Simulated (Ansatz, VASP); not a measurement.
# Two plane-wave programs on TiNi

```
Ti Ni
1.0
     2.88810    0.00000    0.00000
     0.00000    2.88810    0.00000
     0.00000    0.00000    3.21366
Ti Ni
1 1
Direct
  0.50000 0.50000 0.50000
  0.00000 0.00000 0.00000
```

Alike in both runs: task single point; functional PBEsol; k mesh 20 × 20 × 14; occupations gaussian, width 0.15 eV; no spin polarisation.

|  | VASP | Ansatz |
| --- | --- | --- |
| version | VASP 6.6.1 | Ansatz 0.2.0 |
| potentials or method | VASP PAW PBE potentials, release 64 (Ti_sv, Ni), cutoff 520 eV | scalar-relativistic, plane waves, PAW |
| valence electrons in the cell | 22 | 30 |

|  | VASP | Ansatz | Ansatz less VASP |
| --- | --- | --- | --- |
| gap on the k mesh at the Fermi level (eV) | none | none | - |
| pressure (GPa) | -4.4 | -4.1 | +0.25 |
| traceless stress, the component that is largest in VASP (GPa) | -1.61 | -1.62 | -0.012 |

VASP's potentials were made for PBE, not for PBEsol. A gap of «none» marks a metal or a gap that the smearing closes. The functional is the same, so the differences come from potentials, cutoffs and numerics. VASP's potentials hold 22 valence electrons a cell and Ansatz's 30, so a difference there can come from the potentials and not from the codes.
